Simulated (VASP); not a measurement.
# Si4Ge (I4/mmm) in VASP: further runs

Si4Ge is run at these levels: PBE; tasks: single point.

All numbers are computed with VASP 6.6.1; they aren't measurements. Logs are shortened: lines on timing, memory, paths and dates and some standing lists are left out, and cuts for length are marked.

### Step 1. The cell of the first run

The structure is tetragonal, space group I4/mmm (No. 139). Conventional cell: a = 2.710 Å, b = 2.710 Å, c = 21.216 Å, α = 90.00°, β = 90.00°, γ = 90.00°. Within 3.6 Å of Si (site symmetry 4mm) lie 8 Si at 2.71 to 2.75 Å and 4 Ge at 3.02 Å. Within 3.6 Å of Si (site symmetry 4mm) lie 12 Si at 2.71 to 2.77 Å. Ge (site symmetry 4/mmm) has 4 Ge at 2.71 Å and 8 Si at 3.02 Å within 3.6 Å.

### Step 2. Single point, PBE

Input file INCAR:

```
  ALGO = Normal
  EDIFF = 1E-7
  ENCUT = 520
  GGA = PE
  ISIF = 2
  ISMEAR = 0
  LASPH = True
  LCHARG = False
  LREAL = False
  LWAVE = False
  NBANDS = 23
  NELM = 100
  PREC = Accurate
  SIGMA = 0.1
```

Input file KPOINTS:

```
k-points
0
Gamma
  8 8 8
```

Input file POSCAR:

```
Si4Ge
1.0
   -1.3552128908      1.3552128908     10.6078845491
    1.3552128908     -1.3552128908     10.6078845491
    1.3552128908      1.3552128908    -10.6078845491
Si Ge
4 1
Direct
    0.6097217027      0.6097217027      0.0000000000
    0.2029639139      0.2029639139      0.0000000000
    0.7970360861      0.7970360861      0.0000000000
    0.3902782973      0.3902782973      0.0000000000
    0.0000000000      0.0000000000      0.0000000000
```

Potentials or basis: VASP PAW PBE potentials, release 64 (Si, Ge_d).

Command:

```bash
cat potpaw_PBE.64/Si/POTCAR potpaw_PBE.64/Ge_d/POTCAR > POTCAR
mpirun -np 1 vasp_std > vasp.out
```

OUTCAR:

```text
EDIFF = 1E-7
   ENCUT = 520
   GGA = PE
   ISIF = 2
   ISMEAR = 0
   LASPH = True
   LREAL = False
   NELM = 100
   PREC = Accurate

 ion  position               nearest neighbor table
   1  0.610  0.610  0.000-   2 2.75   2 2.75   2 2.75   2 2.75   5 3.02   5 3.02   5 3.02   5 3.02

   2  0.203  0.203  0.000-   1 2.75   1 2.75   1 2.75   1 2.75   3 2.77   3 2.77   3 2.77   3 2.77

   3  0.797  0.797  0.000-   4 2.75   4 2.75   4 2.75   4 2.75   2 2.77   2 2.77   2 2.77   2 2.77

   4  0.390  0.390  0.000-   3 2.75   3 2.75   3 2.75   3 2.75   5 3.02   5 3.02   5 3.02   5 3.02

   5  0.000  0.000  0.000-   1 3.02   1 3.02   1 3.02   4 3.02   1 3.02   4 3.02   4 3.02   4 3.02

  LATTYP: Found a body centered tetragonal cell.
 ALAT       =     2.7104257816
 C/A-ratio  =     7.8274672718

  Lattice vectors:

 A1 = (  -1.3552128908,   1.3552128908,  10.6078845491)
 A2 = (   1.3552128908,  -1.3552128908,  10.6078845491)
 A3 = (   1.3552128908,   1.3552128908, -10.6078845491)

Analysis of symmetry for initial positions (statically):
=====================================================================
 Subroutine PRICEL returns:
 Original cell was already a primitive cell.

 Routine SETGRP: Setting up the symmetry group for a
 body centered tetragonal supercell.

 Subroutine GETGRP returns: Found 16 space group operations
 (whereof 16 operations were pure point group operations)
 out of a pool of 16 trial point group operations.

The static configuration has the point symmetry D_4h.

Analysis of symmetry for dynamics (positions and initial velocities):
=====================================================================
 Subroutine PRICEL returns:
 Original cell was already a primitive cell.

 Routine SETGRP: Setting up the symmetry group for a
 body centered tetragonal supercell.

 Subroutine GETGRP returns: Found 16 space group operations
 (whereof 16 operations were pure point group operations)
 out of a pool of 16 trial point group operations.

The dynamic configuration has the point symmetry D_4h.

 Subroutine INISYM returns: Found 16 space group operations
 (whereof 16 operations are pure point group operations),
 and found     1 'primitive' translations

----------------------------------------------------------------------------------------

                                     Primitive cell

  volume of cell :      77.9298

  direct lattice vectors                    reciprocal lattice vectors
    -1.355212891  1.355212891 10.607884549     0.000000000  0.368945723  0.047134751
     1.355212891 -1.355212891 10.607884549     0.368945723  0.000000000  0.047134751
     1.355212891  1.355212891-10.607884549     0.368945723  0.368945723  0.000000000

  length of vectors
    10.779629797 10.779629797 10.779629797     0.371944393  0.371944393  0.521768045

  position of ions in fractional coordinates (direct lattice)
     0.609721703  0.609721703  0.000000000
     0.202963914  0.202963914  0.000000000
     0.797036086  0.797036086  0.000000000
     0.390278297  0.390278297  0.000000000
     0.000000000  0.000000000  0.000000000

  ion indices of the primitive-cell ions
   primitive index   ion index
                 1           1
                 2           2
                 3           3
                 4           4
                 5           5

----------------------------------------------------------------------------------------

 KPOINTS: k-points

Automatic generation of k-mesh.
 Grid dimensions read from file:
 generate k-points for:    8    8    8

 Generating k-lattice:

  Cartesian coordinates                     Fractional coordinates (reciprocal lattice)
     0.000000000  0.046118215  0.005891844     0.125000000  0.000000000 -0.000000000
     0.046118215  0.000000000  0.005891844     0.000000000  0.125000000 -0.000000000
     0.046118215  0.046118215  0.000000000     0.000000000  0.000000000  0.125000000

  Length of vectors
     0.046493049  0.046493049  0.065221006

  Shift w.r.t. Gamma in fractional coordinates (k-lattice)
     0.000000000  0.000000000  0.000000000

 Subroutine IBZKPT returns following result:
 ===========================================

 Found     59 irreducible k-points:

 Following reciprocal coordinates:
            Coordinates               Weight
  0.000000  0.000000  0.000000      1.000000
  0.125000  0.000000  0.000000      8.000000
  0.250000  0.000000  0.000000      8.000000
  0.375000  0.000000  0.000000      8.000000
  0.500000  0.000000  0.000000      4.000000
  0.125000  0.125000  0.000000      8.000000
[... 16 lines left out ...]
  0.250000  0.125000  0.125000     16.000000
  0.375000  0.125000  0.125000      8.000000
 [... further k-points ...]
   k-points           NKPTS =     59   k-points in BZ     NKDIM =     59   number of bands    NBANDS=     23
   number of dos      NEDOS =    301   number of ions     NIONS =      5
   total plane-waves  NPLWV = 512000
   dimension x,y,z NGX =    80 NGY =   80 NGZ =   80
   dimension x,y,z NGXF=   160 NGYF=  160 NGZF=  160
   ions per type =               4   1
   NGX,Y,Z   is equivalent  to a cutoff of  12.34, 12.34, 12.34 a.u.
   NGXF,Y,Z  is equivalent  to a cutoff of  24.68, 24.68, 24.68 a.u.
 SYSTEM =  unknown system
   PREC   = accura    normal or accurate (medium, high low for compatibility)
   ISTART =      0    job   : 0-new  1-cont  2-samecut
   ICHARG =      2    charge: 1-file 2-atom 10-const
   ISPIN  =      1    spin polarized calculation?
   LNONCOLLINEAR =      F non collinear calculations
   LSORBIT =      F    spin-orbit coupling
   LASPH  =      T    aspherical Exc in radial PAW
   ENCUT  =  520.0 eV  38.22 Ry    6.18 a.u.  20.04 20.04 20.04*2*pi/ulx,y,z
   NELM   =    100;   NELMIN=  2; NELMDL= -5     # of ELM steps
   EDIFF  = 0.1E-06   stopping-criterion for ELM
   LREAL  =      F    real-space projection
   EDIFFG = 0.1E-05   stopping-criterion for IOM
   NSW    =      0    number of steps for IOM
   IBRION =     -1    ionic relax: 0-MD 1-quasi-New 2-CG
   NFREE  =      0    steps in history (QN), initial steepest desc. (CG)
   ISIF   =      2    stress and relaxation
   ISYM   =      2    0-nonsym 1-usesym 2-fastsym
   POTIM  = 0.5000    time-step for ionic-motion
   TEBEG  =    0.0;   TEEND  =   0.0 temperature during run
   PSTRESS=    0.0 pullay stress
   NELECT =      30.0000    total number of electrons
   NUPDOWN=      -1.0000    fix difference up-down
   EMIN   =  10.00;   EMAX   =-10.00  energy-range for DOS
   EFERMI =   0.00;   METHOD = LEGACY
   ISMEAR =     0;   SIGMA  =   0.10  broadening in eV -4-tet -1-fermi 0-gaus
   EFERMI_NEDOS =   21; number of points for ismear=-14 and -15
   IALGO  =     38    algorithm
   IMIX   =      4    mixing-type and parameters
     AMIX     =   0.40;   BMIX     =  1.00
     AMIX_MAG =   1.60;   BMIX_MAG =  1.00
  volume/ion in A,a.u.               =      15.59       105.18
  Fermi-wavevector in a.u.,A,eV,Ry     =   1.190915  2.250502 19.296840  1.418278
  Thomas-Fermi vector in A             =   2.326988
   LORBIT       =      0    0 simple, 1 ext, 2 COOP (PROOUT), +10 PAW based schemes
   GGA     = PE    functional components
   LHFCALC =     F    Hartree Fock is set to
   AEXX    =    0.0000 exact exchange contribution
   IVDW    =     0    specifies the selected vdW correction
   LEPSILON=     F    determine dielectric tensor
   LRPA    =     F    only Hartree local field effects (RPA)
 non-spin polarized calculation
 Gauss-broadening in eV      SIGMA  =   0.10
  energy-cutoff  :      520.00
  volume of cell :       77.93
 maximum number of plane-waves:      2125
   NGX = 39   NGY = 39   NGZ = 39

 number of electron      29.9999998 magnetization

 Free energy of the ion-electron system (eV)
  ---------------------------------------------------
  ext. energy  EPLUGINS =         0.00000000
  ---------------------------------------------------
  free energy    TOTEN  =       -23.63183041 eV

  energy without entropy =      -23.62345244  energy(sigma->0) =      -23.62764143

 E-fermi :   9.1173     XC(G=0): -11.1625

 val. band max:        9.0684583893   @ k =  -0.2500  -0.2500   0.1250
 cond. band min:       9.1184908787   @ k =  -0.1250   0.1250   0.1250
 fundamental gap:      0.0500324894
 Fermi energy:         9.1173327899

 k-point     1 :       0.0000    0.0000    0.0000
  band No.  band energies     occupation
      1     -15.7288      2.00000
      2     -15.6545      2.00000
      3     -15.5434      2.00000
      4     -15.5434      2.00000
      5     -15.4873      2.00000
      6      -4.9555      2.00000
[... 15 lines left out ...]
     22      16.0970      0.00000
     23      16.1067      0.00000

 k-point     2 :       0.1250    0.0000    0.0000
  band No.  band energies     occupation
      1     -15.7098      2.00000
      2     -15.6422      2.00000
      3     -15.5557      2.00000
      4     -15.5423      2.00000
      5     -15.4967      2.00000
      6      -4.6421      2.00000
[... 15 lines left out ...]
     22      16.1691      0.00000
     23      16.5268      0.00000

 k-point     3 :       0.2500    0.0000    0.0000
  band No.  band energies     occupation
      1     -15.6845      2.00000
      2     -15.5919      2.00000
      3     -15.5854      2.00000
      4     -15.5398      2.00000
      5     -15.5193      2.00000
      6      -3.7049      2.00000
[... 15 lines left out ...]
     22      16.6101      0.00000
     23      16.6940      0.00000
[... 495 lines left out ...]
 k-point    23 :       0.2500    0.1250    0.1250
  band No.  band energies     occupation
      1     -15.6085      2.00000
      2     -15.5886      2.00000
      3     -15.5824      2.00000
      4     -15.5765      2.00000
      5     -15.5060      2.00000
      6      -0.9352      2.00000
[... 15 lines left out ...]
     22      12.6240      0.00000
     23      13.1689      0.00000

 k-point    24 :       0.3750    0.1250    0.1250
  band No.  band energies     occupation
      1     -15.6200      2.00000
      2     -15.5981      2.00000
      3     -15.5826      2.00000
      4     -15.5750      2.00000
      5     -15.4757      2.00000
      6       1.1620      2.00000
[... 15 lines left out ...]
     22      12.4456      0.00000
     23      13.2536      0.00000

 [... further k-points ...]
[... 5 lines left out ...]
  --------------------------------------------------------------------------------------
  -------------------------------------------------------------------------------------
  Total        0.0664448      0.0664448      0.1315105      0.0000000      0.0000000     -0.0000000
  in kB        1.3660539      1.3660539      2.7037545      0.0000000      0.0000000     -0.0000000
  external PRESSURE =       1.8119541 kB  Pullay stress =       0.0000000 kB

 VOLUME and BASIS-vectors are now :
 -----------------------------------------------------------------------------
  energy-cutoff  :      520.00
  volume of cell :       77.93
      direct lattice vectors                 reciprocal lattice vectors
    -1.355212891  1.355212891 10.607884549     0.000000000  0.368945723  0.047134751
     1.355212891 -1.355212891 10.607884549     0.368945723  0.000000000  0.047134751
     1.355212891  1.355212891-10.607884549     0.368945723  0.368945723  0.000000000

 POSITION                                       TOTAL-FORCE (eV/Angst)
 -----------------------------------------------------------------------------------
      0.00000      0.00000     12.93571         0.000000      0.000000      0.026232
      0.00000      0.00000      4.30604        -0.000000     -0.000000     -0.004154
      0.00000      0.00000     16.90973        -0.000000     -0.000000      0.004154
      0.00000      0.00000      8.28005         0.000000      0.000000     -0.026232
      0.00000      0.00000      0.00000        -0.000000     -0.000000     -0.000000
 -----------------------------------------------------------------------------------
    total drift:                               -0.000000      0.000000      0.000000

  FREE ENERGIE OF THE ION-ELECTRON SYSTEM (eV)
  ---------------------------------------------------
  free  energy   TOTEN  =       -23.6318304117 eV

  energy  without entropy=      -23.6234524395  energy(sigma->0) =      -23.62764143
```

Wall time 29 min (1 thread of AMD EPYC 7R43 (Zen 3), shared host); peak memory 0.89 GiB.

What came out:

- Free energy: -23.6318 eV
- Pressure: 0.2 GPa
- Largest force: 0.026 eV/Å
- Band gap on the k mesh: zero (band 15 reaches 13.96 eV, above the bottom of band 16 at 6.57 eV)

Forces in eV/Å, atoms in the order of the input:
```
Si   0.000  0.000  0.026
Si   0.000  0.000 -0.004
Si   0.000  0.000  0.004
Si   0.000  0.000 -0.026
Ge   0.000  0.000  0.000
```

Stress tensor (GPa, compression positive):
```
0.14 0.00 0.00
0.00 0.14 0.00
0.00 0.00 0.27
```

Caveat: the k points lie up to 0.41 Å⁻¹ apart.

### Step 3. Single point, PBE

This run uses another cell than the first one, of 16.01 Å³/atom, 1.027 times its volume.

Input file INCAR:

```
PREC = Accurate
ENCUT = 520
EDIFF = 1E-6
ISMEAR = 0
SIGMA = 0.1
LREAL = F
LASPH = T
NELM = 100
ALGO = Normal
ISIF = 2
LWAVE = F
LCHARG = F
GGA = PE
NBANDS = 23
```

Input file KPOINTS:

```
Automatic mesh
0
Gamma
  8 8 8
```

Input file POSCAR:

```
Si4Ge
1.0
   -1.4146170700      1.4146170700     10.0028532000
    1.4146170700     -1.4146170700     10.0028532000
    1.4146170700      1.4146170700    -10.0028532000
Si Ge
4 1
Direct
    0.6000000000      0.6000000000      0.0000000000
    0.2000000000      0.2000000000      0.0000000000
    0.8000000000      0.8000000000      0.0000000000
    0.4000000000      0.4000000000      0.0000000000
    0.0000000000      0.0000000000      0.0000000000
```

Potentials or basis: VASP PAW PBE potentials, release 64 (Si, Ge_d).

Command:

```bash
cat potpaw_PBE.64/Si/POTCAR potpaw_PBE.64/Ge_d/POTCAR > POTCAR
mpirun -np 1 vasp_std > vasp.out
```

It took 19 min on 1 thread of AMD EPYC 7R43 (Zen 3), shared host; peak memory 0.89 GiB.

It converged, with:

* Free energy: -23.4051 eV
* Pressure: -1.3 GPa
* Largest force: 0.710 eV/Å
* Band gap on the k mesh: zero (band 15 reaches 12.78 eV, above the bottom of band 16 at 6.13 eV)

Forces on the atoms (eV/Å):
```
Si   0.000  0.000  0.710
Si   0.000  0.000  0.016
Si   0.000  0.000 -0.016
Si   0.000  0.000 -0.710
Ge   0.000  0.000  0.000
```

Stress tensor (GPa, compression positive):
```
-2.37  0.00  0.00
 0.00 -2.37  0.00
 0.00  0.00  0.96
```

Levels at points of the mesh, in eV from the Fermi level:
| k point | band 11 | band 12 | band 13 | band 14 | band 15 | band 16 | band 17 | band 18 | band 19 | band 20 |
| --- | --- | --- | --- | --- | --- | --- | --- | --- | --- | --- |
| (0.00, 0.00, 0.00) | -1.11 | -1.02 | 3.20 | 3.20 | 3.20 | 3.20 | 4.87 | 5.45 | 5.82 | 5.82 |
| (0.50, 0.00, 0.00) | -6.42 | -4.77 | -4.76 | -2.03 | -2.00 | 1.37 | 1.39 | 5.13 | 5.14 | 6.81 |
| (0.50, 0.50, 0.00) | -4.24 | -3.65 | -3.60 | -3.51 | -3.49 | -1.86 | -1.74 | -0.85 | -0.72 | 0.52 |
| (0.50, 0.50, 0.50) | -4.71 | 2.87 | 2.87 | 3.01 | 3.17 | 4.19 | 4.19 | 4.20 | 4.20 | 4.75 |

Caveat: the k points lie up to 0.39 Å⁻¹ apart.
